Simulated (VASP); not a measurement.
# As (R-3m) in VASP: further runs, part 2 of 2

VASP 6.6.1. Earlier steps stand in the parts before.

## 3. Electric field gradients, PBE (21.97 Å³/atom)

This run uses another cell than the first one, of 21.97 Å³/atom.

File INCAR:

```
SYSTEM = As
ALGO = Normal
EDIFF = 1E-8
ENCUT = 520
GGA = PE
ISIF = 2
ISMEAR = -1
LASPH = .True.
LCHARG = .False.
LEFG = .True.
LREAL = .False.
LWAVE = .False.
NBANDS = 12
NELM = 100
PREC = Accurate
SIGMA = 0.03
```

File KPOINTS:

```
k-points
0
Gamma
  11 11 11
  0 0 0
```

File POSCAR:

```
As
1.0
    1.8983620487      1.0960198399      3.5202848189
   -1.8983620487      1.0960198399      3.5202848189
    0.0000000000     -2.1920396797      3.5202848189
As
2
Direct
    0.2275400000      0.2275400000      0.2275400000
    0.7724600000      0.7724600000      0.7724600000
```

Potentials or basis: VASP PAW PBE potentials, release 64 (As).

Started as:

```
$ cat potpaw_PBE.64/As/POTCAR > POTCAR
$ mpirun -np 1 vasp_std > vasp.out
```

OUTCAR:

```text
SYSTEM = As
   EDIFF = 1E-8
   ENCUT = 520
   GGA = PE
   ISIF = 2
   ISMEAR = -1
   LASPH = .True.
   LREAL = .False.
   NELM = 100
   PREC = Accurate

 ion  position               nearest neighbor table
   1  0.228  0.228  0.228-   2 2.54   2 2.54   2 2.54
   2  0.772  0.772  0.772-   1 2.54   1 2.54   1 2.54

  LATTYP: Found a trigonal (rhomboedric) cell.
 ALAT       =     4.1469800052
 COS(alpha) =     0.5808936906

  Lattice vectors:

 A1 = (   1.8983620487,   1.0960198399,   3.5202848189)
 A2 = (  -1.8983620487,   1.0960198399,   3.5202848189)
 A3 = (   0.0000000000,  -2.1920396797,   3.5202848189)

Analysis of symmetry for initial positions (statically):
=====================================================================
 Subroutine PRICEL returns:
 Original cell was already a primitive cell.

 Routine SETGRP: Setting up the symmetry group for a
 trigonal (rhombohedral) supercell.

 Subroutine GETGRP returns: Found 12 space group operations
 (whereof 12 operations were pure point group operations)
 out of a pool of 12 trial point group operations.

The static configuration has the point symmetry D_3d.

Analysis of symmetry for dynamics (positions and initial velocities):
=====================================================================
 Subroutine PRICEL returns:
 Original cell was already a primitive cell.

 Routine SETGRP: Setting up the symmetry group for a
 trigonal (rhombohedral) supercell.

 Subroutine GETGRP returns: Found 12 space group operations
 (whereof 12 operations were pure point group operations)
 out of a pool of 12 trial point group operations.

[... 505 lines left out ...]
      3       1.3676      2.00000
      4       3.3928      2.00000
      5       3.5584      2.00000
      6       5.9629      0.00000
      7       6.4774      0.00000
      8       8.7935      0.00000
      9      10.5809      0.00000
     10      12.8407      0.00000
     11      15.1048      0.00000
     12      15.2312      0.00000

 [... further k-points ...]

------------------------ aborting loop because EDIFF is reached ----------------------------------------

  FORCE on cell =-STRESS in cart. coord.  units (eV):
  Direction    XX          YY          ZZ          XY          YZ          ZX
  --------------------------------------------------------------------------------------
  -------------------------------------------------------------------------------------
  Total        0.4429258      0.4429258      0.3258590      0.0000000      0.0000000      0.0000000
  in kB       16.1478621     16.1478621     11.8799272      0.0000000      0.0000000      0.0000000
  external PRESSURE =      14.7252171 kB  Pullay stress =       0.0000000 kB

 VOLUME and BASIS-vectors are now :
 -----------------------------------------------------------------------------
  energy-cutoff  :      520.00
  volume of cell :       43.95
      direct lattice vectors                 reciprocal lattice vectors
     1.898362049  1.096019840  3.520284819     0.263384954  0.152065374  0.094689308
    -1.898362049  1.096019840  3.520284819    -0.263384954  0.152065374  0.094689308
     0.000000000 -2.192039680  3.520284819     0.000000000 -0.304130748  0.094689308

 POSITION                                       TOTAL-FORCE (eV/Angst)
 -----------------------------------------------------------------------------------
      0.00000      0.00000      2.40302         0.000000      0.000000      0.081488
      0.00000      0.00000      8.15784         0.000000     -0.000000     -0.081488
 -----------------------------------------------------------------------------------
    total drift:                               -0.000000      0.000000     -0.000000

  FREE ENERGIE OF THE ION-ELECTRON SYSTEM (eV)
  ---------------------------------------------------
  free  energy   TOTEN  =        -9.3415811175 eV

  energy  without entropy=       -9.3413238609  energy(sigma->0) =       -9.34145249

 Electric field gradients (V/A^2)
---------------------------------------------------------------------
 ion       V_xx      V_yy      V_zz      V_xy      V_xz      V_yz
---------------------------------------------------------------------
   1      23.662    23.662   -47.323     0.000     0.000    -0.000
   2      23.662    23.662   -47.323     0.000    -0.000    -0.000
---------------------------------------------------------------------

 Electric field gradients after diagonalization (V/A^2)
 (convention: |V_zz| > |V_xx| > |V_yy|)
----------------------------------------------------------------------
 ion       V_xx      V_yy      V_zz     asymmetry (V_yy - V_xx)/ V_zz
----------------------------------------------------------------------
   1      23.662    23.662   -47.323       0.000
   2      23.662    23.662   -47.323       0.000
----------------------------------------------------------------------

           NMR quadrupolar parameters

 Cq : quadrupolar parameter    Cq=e*Q*V_zz/h
 eta: asymmetry parameters     (V_yy - V_xx)/ V_zz
 Q  : nuclear electric quadrupole moment in mb (millibarn)
----------------------------------------------------------------------
 ion       Cq(MHz)       eta       Q (mb)
----------------------------------------------------------------------
   1      -0.114       0.000       1.000
   2      -0.114       0.000       1.000
----------------------------------------------------------------------
```

OSZICAR:

```text
N       E                     dE             d eps       ncg     rms          rms(c)
DAV:   1     0.286059456165E+02    0.28606E+02   -0.41773E+03  3504   0.690E+02
DAV:   2    -0.775205326231E+01   -0.36358E+02   -0.34789E+02  4740   0.110E+02
DAV:   3    -0.934635600815E+01   -0.15943E+01   -0.15891E+01  4416   0.237E+01
DAV:   4    -0.935415383218E+01   -0.77978E-02   -0.77974E-02  3928   0.190E+00
DAV:   5    -0.935417385686E+01   -0.20025E-04   -0.20025E-04  4444   0.104E-01    0.321E+00
DAV:   6    -0.934575769894E+01    0.84162E-02   -0.47233E-03  3972   0.432E-01    0.193E+00
DAV:   7    -0.934140275976E+01    0.43549E-02   -0.10875E-02  4092   0.670E-01    0.894E-02
DAV:   8    -0.934153265298E+01   -0.12989E-03   -0.38313E-04  4196   0.117E-01    0.322E-02
DAV:   9    -0.934158130956E+01   -0.48657E-04   -0.62280E-05  4172   0.503E-02    0.116E-02
DAV:  10    -0.934158098399E+01    0.32557E-06   -0.43630E-06  4144   0.117E-02    0.347E-03
DAV:  11    -0.934158097074E+01    0.13253E-07   -0.78637E-07  4132   0.548E-03    0.120E-03
DAV:  12    -0.934158108946E+01   -0.11872E-06   -0.49919E-08  4232   0.127E-03    0.264E-04
DAV:  13    -0.934158111426E+01   -0.24797E-07   -0.10487E-08  3312   0.632E-04    0.112E-04
DAV:  14    -0.934158111751E+01   -0.32505E-08   -0.10461E-09  2072   0.206E-04
   1 F= -.93415811E+01 E0= -.93414525E+01  d E =-.257257E-03
```

It took 88 s on 1 thread of Intel Xeon 8259CL, shared host; peak memory 0.21 GiB.

Results:

```
Free energy                             : -9.3416 eV
Pressure                                : 1.5 GPa
Largest force                           : 0.081 eV/Å
Band gap on the k mesh                  : zero (bands 5 and 6 overlap by 0.32 eV)
Largest electric field gradient by atom : As -47.3 V/Å²
```

Forces in eV/Å, atoms in the order of the input:
```
As   0.000  0.000  0.081
As   0.000  0.000 -0.081
```

Electric field gradients, principal values (V/Å²):
```
atom   least  middle  greatest (by size)
1 As  23.662  23.662             -47.323
2 As  23.662  23.662             -47.323
```

Caveat: without QUAD_EFG the Cq values of the log hold for a quadrupole moment of 1 mb, not for the nuclei.

## 4. Electric field gradients, PBE (22.61 Å³/atom)

This run uses another cell than the first one, of 22.61 Å³/atom.

File INCAR:

```
  PREC = Accurate
  ENCUT = 520
  EDIFF = 1E-8
  ISMEAR = -1
  SIGMA = 0.03
  LREAL = F
  LASPH = T
  NELM = 100
  ALGO = Normal
  ISIF = 2
  LWAVE = F
  LCHARG = F
  GGA = PE
  LEFG = T
  NBANDS = 12
```

File KPOINTS:

```
regular mesh
0
Gamma
  11 11 11
```

File POSCAR:

```
As
1.0
    1.9166166498      1.1065591387      3.5541357880
   -1.9166166498      1.1065591387      3.5541357880
    0.0000000000     -2.2131182774      3.5541357880
As
2
Direct
    0.2275400000      0.2275400000      0.2275400000
    0.7724600000      0.7724600000      0.7724600000
```

Potentials or basis: VASP PAW PBE potentials, release 64 (As).

Started as:

```
$ cat potpaw_PBE.64/As/POTCAR > POTCAR
$ mpirun -np 1 vasp_std > vasp.out
```

OUTCAR:

```text
PREC = Accurate
   ENCUT = 520
   EDIFF = 1E-8
   ISMEAR = -1
   LREAL = F
   LASPH = T
   NELM = 100
   ISIF = 2
   GGA = PE

 ion  position               nearest neighbor table
   1  0.228  0.228  0.228-   2 2.57   2 2.57   2 2.57
   2  0.772  0.772  0.772-   1 2.57   1 2.57   1 2.57

  LATTYP: Found a trigonal (rhomboedric) cell.
 ALAT       =     4.1868572592
 COS(alpha) =     0.5808936906

  Lattice vectors:

 A1 = (   1.9166166498,   1.1065591387,   3.5541357880)
 A2 = (  -1.9166166498,   1.1065591387,   3.5541357880)
 A3 = (   0.0000000000,  -2.2131182774,   3.5541357880)

Analysis of symmetry for initial positions (statically):
=====================================================================
 Subroutine PRICEL returns:
 Original cell was already a primitive cell.

 Routine SETGRP: Setting up the symmetry group for a
 trigonal (rhombohedral) supercell.

 Subroutine GETGRP returns: Found 12 space group operations
[... 546 lines left out ...]
  volume of cell :       45.23
      direct lattice vectors                 reciprocal lattice vectors
     1.916616650  1.106559139  3.554135788     0.260876373  0.150617044  0.093787450
    -1.916616650  1.106559139  3.554135788    -0.260876373  0.150617044  0.093787450
     0.000000000 -2.213118277  3.554135788     0.000000000 -0.301234088  0.093787450

 POSITION                                       TOTAL-FORCE (eV/Angst)
 -----------------------------------------------------------------------------------
      0.00000      0.00000      2.42612         0.000000      0.000000     -0.096768
      0.00000      0.00000      8.23628         0.000000     -0.000000      0.096768
 -----------------------------------------------------------------------------------
    total drift:                               -0.000000      0.000000     -0.000000

  FREE ENERGIE OF THE ION-ELECTRON SYSTEM (eV)
  ---------------------------------------------------
  free  energy   TOTEN  =        -9.3449179818 eV

  energy  without entropy=       -9.3446502183  energy(sigma->0) =       -9.34478410

 Electric field gradients (V/A^2)
---------------------------------------------------------------------
 ion       V_xx      V_yy      V_zz      V_xy      V_xz      V_yz
---------------------------------------------------------------------
   1      23.531    23.531   -47.063     0.000     0.000    -0.000
   2      23.531    23.531   -47.063     0.000     0.000    -0.000
---------------------------------------------------------------------

 Electric field gradients after diagonalization (V/A^2)
 (convention: |V_zz| > |V_xx| > |V_yy|)
----------------------------------------------------------------------
 ion       V_xx      V_yy      V_zz     asymmetry (V_yy - V_xx)/ V_zz
----------------------------------------------------------------------
   1      23.531    23.531   -47.063       0.000
   2      23.531    23.531   -47.063       0.000
----------------------------------------------------------------------

           NMR quadrupolar parameters

 Cq : quadrupolar parameter    Cq=e*Q*V_zz/h
 eta: asymmetry parameters     (V_yy - V_xx)/ V_zz
 Q  : nuclear electric quadrupole moment in mb (millibarn)
----------------------------------------------------------------------
 ion       Cq(MHz)       eta       Q (mb)
----------------------------------------------------------------------
   1      -0.114       0.000       1.000
   2      -0.114       0.000       1.000
----------------------------------------------------------------------
```

stdout:

```text
POSCAR found type information on POSCAR As
 POSCAR found :  1 types and       2 ions
 scaLAPACK will be used
 LDA part: xc-table for (Slater+PW92), standard interpolation
 POSCAR, INCAR and KPOINTS ok, starting setup
 FFT: planning ... GRIDC
 FFT: planning ... GRID_SOFT
 FFT: planning ... GRID
 WAVECAR not read
 entering main loop
ion   1

ion   2
```

Run time: 84 s. Hardware: 1 thread of Intel Xeon 8259CL, shared host; peak memory 0.22 GiB.

What came out:

| Item | Value |
| --- | --- |
| Free energy | -9.3449 eV |
| Pressure | -0.6 GPa |
| Largest force | 0.097 eV/Å |
| Band gap on the k mesh | zero (bands 5 and 6 overlap by 0.27 eV) |
| Largest electric field gradient by atom | As -47.1 V/Å² |

Forces on the atoms (eV/Å):
```
As   0.000  0.000 -0.097
As   0.000  0.000  0.097
```

Levels at points of the mesh, in eV from the Fermi level:
```
           k point  band 3  band 4  band 5  band 6  band 7  band 8
(0.00, 0.00, 0.00)   -2.36   -1.91   -1.91    1.74    2.84    2.84
```

Electric field gradients, principal values (V/Å²):
```tsv
atom	least	middle	greatest (by size)
1 As	23.531	23.531	-47.063
2 As	23.531	23.531	-47.063
```

Caveat: without QUAD_EFG the Cq values of the log hold for a quadrupole moment of 1 mb, not for the nuclei.

## 5. Electric field gradients, PBE (22.61 Å³/atom)

This run uses another cell than the first one, of 22.61 Å³/atom.

File INCAR:

```
SYSTEM = As
  ALGO = Normal
  EDIFF = 1E-8
  ENCUT = 520
  GGA = PE
  ISIF = 2
  ISMEAR = -1
  LASPH = .True.
  LCHARG = .False.
  LEFG = .True.
  LREAL = .False.
  LWAVE = .False.
  NBANDS = 12
  NELM = 60
  PREC = Accurate
  SIGMA = 0.03
```

File KPOINTS:

```
k-points
0
Gamma
  11 11 11
  0 0 0
```

POSCAR is that of step 4.

Potentials or basis: VASP PAW PBE potentials, release 64 (As).

Started as:

```
$ cat potpaw_PBE.64/As/POTCAR > POTCAR
$ mpirun -np 1 vasp_std > vasp.out
```

OUTCAR:

```text
SYSTEM = As
   EDIFF = 1E-8
   ENCUT = 520
   GGA = PE
   ISIF = 2
   ISMEAR = -1
   LASPH = .True.
   LREAL = .False.
   NELM = 60
   PREC = Accurate

 ion  position               nearest neighbor table
   1  0.228  0.228  0.228-   2 2.57   2 2.57   2 2.57
   2  0.772  0.772  0.772-   1 2.57   1 2.57   1 2.57

  LATTYP: Found a trigonal (rhomboedric) cell.
 ALAT       =     4.1868572592
 COS(alpha) =     0.5808936906

  Lattice vectors:

 A1 = (   1.9166166498,   1.1065591387,   3.5541357880)
[... 571 lines left out ...]
  FREE ENERGIE OF THE ION-ELECTRON SYSTEM (eV)
  ---------------------------------------------------
  free  energy   TOTEN  =        -9.3449179818 eV

  energy  without entropy=       -9.3446502183  energy(sigma->0) =       -9.34478410

 Electric field gradients (V/A^2)
---------------------------------------------------------------------
 ion       V_xx      V_yy      V_zz      V_xy      V_xz      V_yz
---------------------------------------------------------------------
   1      23.531    23.531   -47.063     0.000     0.000    -0.000
   2      23.531    23.531   -47.063     0.000     0.000    -0.000
---------------------------------------------------------------------

 Electric field gradients after diagonalization (V/A^2)
 (convention: |V_zz| > |V_xx| > |V_yy|)
----------------------------------------------------------------------
 ion       V_xx      V_yy      V_zz     asymmetry (V_yy - V_xx)/ V_zz
----------------------------------------------------------------------
   1      23.531    23.531   -47.063       0.000
   2      23.531    23.531   -47.063       0.000
----------------------------------------------------------------------

           NMR quadrupolar parameters

 Cq : quadrupolar parameter    Cq=e*Q*V_zz/h
 eta: asymmetry parameters     (V_yy - V_xx)/ V_zz
 Q  : nuclear electric quadrupole moment in mb (millibarn)
----------------------------------------------------------------------
 ion       Cq(MHz)       eta       Q (mb)
----------------------------------------------------------------------
   1      -0.114       0.000       1.000
   2      -0.114       0.000       1.000
----------------------------------------------------------------------
```

OSZICAR:

```text
N       E                     dE             d eps       ncg     rms          rms(c)
DAV:   1     0.282224676505E+02    0.28222E+02   -0.41210E+03  3512   0.690E+02
DAV:   2    -0.770914676799E+01   -0.35932E+02   -0.34531E+02  4748   0.108E+02
DAV:   3    -0.934657041806E+01   -0.16374E+01   -0.16325E+01  4420   0.239E+01
DAV:   4    -0.935501583869E+01   -0.84454E-02   -0.84449E-02  3980   0.197E+00
DAV:   5    -0.935503913742E+01   -0.23299E-04   -0.23298E-04  4380   0.112E-01    0.305E+00
DAV:   6    -0.934835757957E+01    0.66816E-02   -0.41607E-03  4028   0.417E-01    0.183E+00
DAV:   7    -0.934473858926E+01    0.36190E-02   -0.98223E-03  4084   0.651E-01    0.926E-02
DAV:   8    -0.934486957597E+01   -0.13099E-03   -0.36194E-04  4232   0.112E-01    0.317E-02
DAV:   9    -0.934491824206E+01   -0.48666E-04   -0.61526E-05  4140   0.503E-02    0.108E-02
DAV:  10    -0.934491783794E+01    0.40413E-06   -0.46666E-06  4192   0.120E-02    0.303E-03
DAV:  11    -0.934491781836E+01    0.19578E-07   -0.69983E-07  4108   0.519E-03    0.122E-03
DAV:  12    -0.934491794953E+01   -0.13118E-06   -0.53235E-08  4196   0.133E-03    0.261E-04
DAV:  13    -0.934491798500E+01   -0.35461E-07   -0.89876E-09  3216   0.581E-04    0.925E-05
DAV:  14    -0.934491798175E+01    0.32420E-08   -0.98172E-10  2072   0.200E-04
   1 F= -.93449180E+01 E0= -.93447841E+01  d E =-.267763E-03
```

Wall time 96 s (1 thread of Intel Xeon 8259CL, shared host); peak memory 0.22 GiB.

Results:

* Free energy: -9.3449 eV
* Pressure: -0.6 GPa
* Largest force: 0.097 eV/Å
* Band gap on the k mesh: zero (bands 5 and 6 overlap by 0.27 eV)
* Largest electric field gradient by atom: As -47.1 V/Å²

Forces in eV/Å, atoms in the order of the input:
```
As   0.000  0.000 -0.097
As   0.000  0.000  0.097
```

Levels at points of the mesh, in eV from the Fermi level:
```csv
k point,band 3,band 4,band 5,band 6,band 7,band 8
"(0.00, 0.00, 0.00)",-2.36,-1.91,-1.91,1.74,2.84,2.84
```

Electric field gradients, principal values (V/Å²):
```
atom   least  middle  greatest (by size)
1 As  23.531  23.531             -47.063
2 As  23.531  23.531             -47.063
```

Caveat: without QUAD_EFG the Cq values of the log hold for a quadrupole moment of 1 mb, not for the nuclei.

## 6. Summary

```tsv
cell	gap on the mesh (eV)	pressure (GPa)	largest force (eV/Å)
a = 4.106 Å, angles 54.5°, 2 atoms	none	3.9	0.28
a = 4.147 Å, angles 54.5°, 2 atoms	none	1.5	0.08
a = 4.187 Å, angles 54.5°, 2 atoms	none	-0.6	0.10
```

Alike in all rows: task electric field gradients; level PBE; potentials or basis VASP PAW PBE potentials, release 64 (As); no spin polarisation; k mesh 11 × 11 × 11; cutoff (eV) 520; smearing fermi-dirac 0.03 eV.

Caveats: the cell stands under pressure (at least some runs).

Total energies depend on the potentials used, so only differences within one code and one set of settings carry meaning.
